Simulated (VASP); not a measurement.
# MgS (F-43m) in VASP: single point with PBE

Aim: the single point of MgS with PBE.

Everything below comes from runs of VASP 6.6.1. Logs are shortened: lines on timing, memory, paths and dates and some standing lists are left out, and cuts for length are marked.

### 1 The cell of the first run

It takes space group F-43m (No. 216, cubic). Conventional cell: a = 5.666 Å, b = 5.666 Å, c = 5.666 Å, α = 90.00°, β = 90.00°, γ = 90.00°. Within 3.2 Å of Mg (site symmetry -43m) lie 4 S at 2.45 Å. S (site symmetry -43m) has 4 Mg at 2.45 Å within 3.2 Å.

### 2 Single point, PBE

Contents of INCAR:

```
PREC = Accurate
ENCUT = 520
EDIFF = 1E-7
ISMEAR = 0
SIGMA = 0.1
LREAL = Auto
LASPH = T
NELM = 100
ALGO = Normal
ISIF = 2
LWAVE = F
LCHARG = F
GGA = PE
ISYM = 0
NBANDS = 46
```

Contents of KPOINTS:

```
Automatic mesh
0
Gamma
  2 2 2
  0.5 0.5 0.5
```

Contents of POSCAR:

```
MgS
1.0
    5.6662400936      0.0000000000      5.6662400936
    5.6662400936      5.6662400936      0.0000000000
    0.0000000000      5.6662400936      5.6662400936
Mg S
8 8
Direct
    0.0000000000      0.0000000000      0.0000000000
    0.0000000000      0.5000000000      0.0000000000
    0.5000000000      0.0000000000      0.0000000000
    0.5000000000      0.5000000000      0.0000000000
    0.0000000000      0.0000000000      0.5000000000
    0.0000000000      0.5000000000      0.5000000000
    0.5000000000      0.0000000000      0.5000000000
    0.5000000000      0.5000000000      0.5000000000
    0.3750000000      0.3750000000      0.3750000000
    0.3750000000      0.8750000000      0.3750000000
    0.8750000000      0.3750000000      0.3750000000
    0.8750000000      0.8750000000      0.3750000000
    0.3750000000      0.3750000000      0.8750000000
    0.3750000000      0.8750000000      0.8750000000
    0.8750000000      0.3750000000      0.8750000000
    0.8750000000      0.8750000000      0.8750000000
```

Potentials or basis: VASP PAW PBE potentials, release 64 (Mg, S).

Run with:

```console
$ cat potpaw_PBE.64/Mg/POTCAR potpaw_PBE.64/S/POTCAR > POTCAR
$ mpirun -np 1 vasp_std > vasp.out
```

OUTCAR:

```text
PREC = Accurate
   ENCUT = 520
   EDIFF = 1E-7
   ISMEAR = 0
   LREAL = Auto
   LASPH = T
   NELM = 100
   ISIF = 2
   GGA = PE
   ISYM = 0

 ion  position               nearest neighbor table
   1  0.000  0.000  0.000-  16 2.45  14 2.45  15 2.45  12 2.45
   2  0.000  0.500  0.000-  15 2.45  13 2.45  11 2.45  16 2.45
   3  0.500  0.000  0.000-  14 2.45  13 2.45  10 2.45  16 2.45
   4  0.500  0.500  0.000-  13 2.45   9 2.45  14 2.45  15 2.45
   5  0.000  0.000  0.500-  12 2.45  11 2.45  10 2.45  16 2.45
   6  0.000  0.500  0.500-  11 2.45   9 2.45  12 2.45  15 2.45
[... 8 lines left out ...]
  15  0.875  0.375  0.875-   2 2.45   1 2.45   4 2.45   6 2.45
  16  0.875  0.875  0.875-   1 2.45   2 2.45   3 2.45   5 2.45

IMPORTANT INFORMATION: All symmetrisations will be switched off!
NOSYMM: (Re-)initialisation of all symmetry stuff for point group C_1.

----------------------------------------------------------------------------------------

                                     Primitive cell

  volume of cell :     363.8437

  direct lattice vectors                    reciprocal lattice vectors
     5.666240094  0.000000000  5.666240094     0.088241937 -0.088241937  0.088241937
     5.666240094  5.666240094  0.000000000     0.088241937  0.088241937 -0.088241937
     0.000000000  5.666240094  5.666240094    -0.088241937  0.088241937  0.088241937

  length of vectors
     8.013273588  8.013273588  8.013273588     0.152839518  0.152839518  0.152839518

  position of ions in fractional coordinates (direct lattice)
     0.000000000  0.000000000  0.000000000
     0.000000000  0.500000000  0.000000000
     0.500000000  0.000000000  0.000000000
     0.500000000  0.500000000  0.000000000
     0.000000000  0.000000000  0.500000000
     0.000000000  0.500000000  0.500000000
[... 8 lines left out ...]
     0.875000000  0.375000000  0.875000000
     0.875000000  0.875000000  0.875000000

  ion indices of the primitive-cell ions
   primitive index   ion index
                 1           1
                 2           2
                 3           3
                 4           4
                 5           5
                 6           6
[... 8 lines left out ...]
                15          15
                16          16

----------------------------------------------------------------------------------------

 KPOINTS: Automatic mesh

Automatic generation of k-mesh.
 Grid dimensions read from file:
 generate k-points for:    2    2    2

 Generating k-lattice:

  Cartesian coordinates                     Fractional coordinates (reciprocal lattice)
     0.044120968 -0.044120968  0.044120968     0.500000000  0.000000000  0.000000000
     0.044120968  0.044120968 -0.044120968     0.000000000  0.500000000  0.000000000
    -0.044120968  0.044120968  0.044120968     0.000000000  0.000000000  0.500000000

  Length of vectors
     0.076419759  0.076419759  0.076419759

  Shift w.r.t. Gamma in fractional coordinates (k-lattice)
     0.500000000  0.500000000  0.500000000

 Subroutine IBZKPT returns following result:
 ===========================================

 Found     16 irreducible k-points:

 Following reciprocal coordinates:
            Coordinates               Weight
  0.250000  0.250000  0.250000      2.000000
  0.250000  0.000000  0.000000      2.000000
  0.000000  0.000000 -0.250000      2.000000
  0.000000  0.250000  0.000000      2.000000
 -0.250000  0.250000  0.250000      2.000000
  0.250000 -0.250000  0.250000      2.000000
[... 8 lines left out ...]
  0.000000  0.250000  0.500000      2.000000
  0.500000  0.250000  0.000000      2.000000
   k-points           NKPTS =     16   k-points in BZ     NKDIM =     16   number of bands    NBANDS=     46
   number of dos      NEDOS =    301   number of ions     NIONS =     16
   total plane-waves  NPLWV = 216000
   dimension x,y,z NGX =    60 NGY =   60 NGZ =   60
   dimension x,y,z NGXF=   120 NGYF=  120 NGZF=  120
   ions per type =               8   8
   NGX,Y,Z   is equivalent  to a cutoff of  12.45, 12.45, 12.45 a.u.
   NGXF,Y,Z  is equivalent  to a cutoff of  24.90, 24.90, 24.90 a.u.
 SYSTEM =  unknown system
   PREC   = accura    normal or accurate (medium, high low for compatibility)
   ISTART =      0    job   : 0-new  1-cont  2-samecut
   ICHARG =      2    charge: 1-file 2-atom 10-const
   ISPIN  =      1    spin polarized calculation?
   LNONCOLLINEAR =      F non collinear calculations
   LSORBIT =      F    spin-orbit coupling
   LASPH  =      T    aspherical Exc in radial PAW
   ENCUT  =  520.0 eV  38.22 Ry    6.18 a.u.  14.90 14.90 14.90*2*pi/ulx,y,z
   NELM   =    100;   NELMIN=  2; NELMDL= -5     # of ELM steps
   EDIFF  = 0.1E-06   stopping-criterion for ELM
   LREAL  =      T    real-space projection
   EDIFFG = 0.1E-05   stopping-criterion for IOM
   NSW    =      0    number of steps for IOM
   IBRION =     -1    ionic relax: 0-MD 1-quasi-New 2-CG
   NFREE  =      0    steps in history (QN), initial steepest desc. (CG)
   ISIF   =      2    stress and relaxation
   ISYM   =      0    0-nonsym 1-usesym 2-fastsym
   POTIM  = 0.5000    time-step for ionic-motion
   TEBEG  =    0.0;   TEEND  =   0.0 temperature during run
   PSTRESS=    0.0 pullay stress
   NELECT =      64.0000    total number of electrons
   NUPDOWN=      -1.0000    fix difference up-down
   EMIN   =  10.00;   EMAX   =-10.00  energy-range for DOS
   EFERMI =   0.00;   METHOD = LEGACY
   ISMEAR =     0;   SIGMA  =   0.10  broadening in eV -4-tet -1-fermi 0-gaus
   EFERMI_NEDOS =   21; number of points for ismear=-14 and -15
   IALGO  =     38    algorithm
   IMIX   =      4    mixing-type and parameters
     AMIX     =   0.40;   BMIX     =  1.00
     AMIX_MAG =   1.60;   BMIX_MAG =  1.00
  volume/ion in A,a.u.               =      22.74       153.46
  Fermi-wavevector in a.u.,A,eV,Ry     =   0.917269  1.733386 11.447692  0.841382
  Thomas-Fermi vector in A             =   2.042218
   LORBIT       =      0    0 simple, 1 ext, 2 COOP (PROOUT), +10 PAW based schemes
   GGA     = PE    functional components
   LHFCALC =     F    Hartree Fock is set to
   AEXX    =    0.0000 exact exchange contribution
   IVDW    =     0    specifies the selected vdW correction
   LEPSILON=     F    determine dielectric tensor
   LRPA    =     F    only Hartree local field effects (RPA)
 non-spin polarized calculation
 Gauss-broadening in eV      SIGMA  =   0.10
  energy-cutoff  :      520.00
  volume of cell :      363.84
 maximum number of plane-waves:      9808
   NGX = 29   NGY = 29   NGZ = 29

 number of electron      64.0000011 magnetization

 Free energy of the ion-electron system (eV)
  ---------------------------------------------------
  ext. energy  EPLUGINS =         0.00000000
  ---------------------------------------------------
  free energy    TOTEN  =       -67.77369874 eV

  energy without entropy =      -67.77369874  energy(sigma->0) =      -67.77369874

 E-fermi :   1.4870     XC(G=0):  -8.3810

 val. band max:        0.9953852634   @ k =   0.2500   0.0000   0.0000
 cond. band min:       5.1537165065   @ k =   0.0000   0.2500   0.0000
 fundamental gap:      4.1583312431
 Fermi energy:         1.4869941522

 k-point     1 :       0.2500    0.2500    0.2500
  band No.  band energies     occupation
      1     -10.1244      2.00000
      2      -9.6483      2.00000
      3      -9.5054      2.00000
      4      -9.5054      2.00000
      5      -9.5054      2.00000
      6      -9.3510      2.00000
[... 36 lines left out ...]
     43       7.1277      0.00000
     44       7.9252      0.00000

 k-point     2 :       0.2500    0.0000    0.0000
  band No.  band energies     occupation
      1     -10.1244      2.00000
      2      -9.6483      2.00000
      3      -9.5054      2.00000
      4      -9.5054      2.00000
      5      -9.5054      2.00000
      6      -9.3510      2.00000
[... 36 lines left out ...]
     43       7.1277      0.00000
     44       7.9252      0.00000

 k-point     3 :       0.0000    0.0000   -0.2500
  band No.  band energies     occupation
      1     -10.1244      2.00000
      2      -9.6483      2.00000
      3      -9.5054      2.00000
      4      -9.5054      2.00000
      5      -9.5054      2.00000
      6      -9.3510      2.00000
[... 36 lines left out ...]
     43       7.1277      0.00000
     44       7.9252      0.00000

 k-point     4 :       0.0000    0.2500    0.0000
  band No.  band energies     occupation
      1     -10.1244      2.00000
      2      -9.6483      2.00000
      3      -9.5054      2.00000
      4      -9.5054      2.00000
      5      -9.5054      2.00000
      6      -9.3510      2.00000
[... 506 lines left out ...]
     43       7.8139      0.00000
     44       8.1859      0.00000

 k-point    15 :       0.0000    0.2500    0.5000
  band No.  band energies     occupation
      1      -9.9165      2.00000
      2      -9.7544      2.00000
      3      -9.5977      2.00000
      4      -9.5171      2.00000
      5      -9.5171      2.00000
      6      -9.4114      2.00000
[... 36 lines left out ...]
     43       7.8139      0.00000
     44       8.1855      0.00000

 k-point    16 :       0.5000    0.2500    0.0000
  band No.  band energies     occupation
      1      -9.9165      2.00000
      2      -9.7544      2.00000
      3      -9.5977      2.00000
      4      -9.5171      2.00000
      5      -9.5171      2.00000
      6      -9.4114      2.00000
[... 36 lines left out ...]
     43       7.8139      0.00000
     44       8.1860      0.00000
 [bands above 44 left out]

------------------------ aborting loop because EDIFF is reached ----------------------------------------

  FORCE on cell =-STRESS in cart. coord.  units (eV):
  Direction    XX          YY          ZZ          XY          YZ          ZX
  --------------------------------------------------------------------------------------
  -------------------------------------------------------------------------------------
  Total        1.7325554      1.7325544      1.7325545     -0.0000061     -0.0000032     -0.0000089
  in kB        7.6292665      7.6292623      7.6292626     -0.0000271     -0.0000141     -0.0000392
  external PRESSURE =       7.6292638 kB  Pullay stress =       0.0000000 kB

 VOLUME and BASIS-vectors are now :
 -----------------------------------------------------------------------------
  energy-cutoff  :      520.00
  volume of cell :      363.84
      direct lattice vectors                 reciprocal lattice vectors
     5.666240094  0.000000000  5.666240094     0.088241937 -0.088241937  0.088241937
     5.666240094  5.666240094  0.000000000     0.088241937  0.088241937 -0.088241937
     0.000000000  5.666240094  5.666240094    -0.088241937  0.088241937  0.088241937

 POSITION                                       TOTAL-FORCE (eV/Angst)
 -----------------------------------------------------------------------------------
      0.00000      0.00000      0.00000         0.000001      0.000000     -0.000000
      2.83312      2.83312      0.00000         0.000001     -0.000001     -0.000000
      2.83312      0.00000      2.83312         0.000000      0.000000     -0.000000
      5.66624      2.83312      2.83312         0.000001      0.000000     -0.000000
      0.00000      2.83312      2.83312         0.000001     -0.000000      0.000001
      2.83312      5.66624      2.83312        -0.000000      0.000000     -0.000000
[... 8 lines left out ...]
      7.08280      7.08280      9.91592         0.000002     -0.000004      0.000004
      9.91592      9.91592      9.91592        -0.000001     -0.000002      0.000004
 -----------------------------------------------------------------------------------
    total drift:                               -0.000007     -0.000001     -0.000001

  FREE ENERGIE OF THE ION-ELECTRON SYSTEM (eV)
  ---------------------------------------------------
  free  energy   TOTEN  =       -67.7736987393 eV

  energy  without entropy=      -67.7736987393  energy(sigma->0) =      -67.77369874
```

Wall time 6.2 min (1 thread of AMD EPYC 7R13 (Zen 3), shared host); peak memory 0.52 GiB.

Results:

```
Free energy            : -67.7737 eV
Pressure               : 0.8 GPa
Band gap on the k mesh : 4.16 eV
```

A k mesh can miss the band edges.
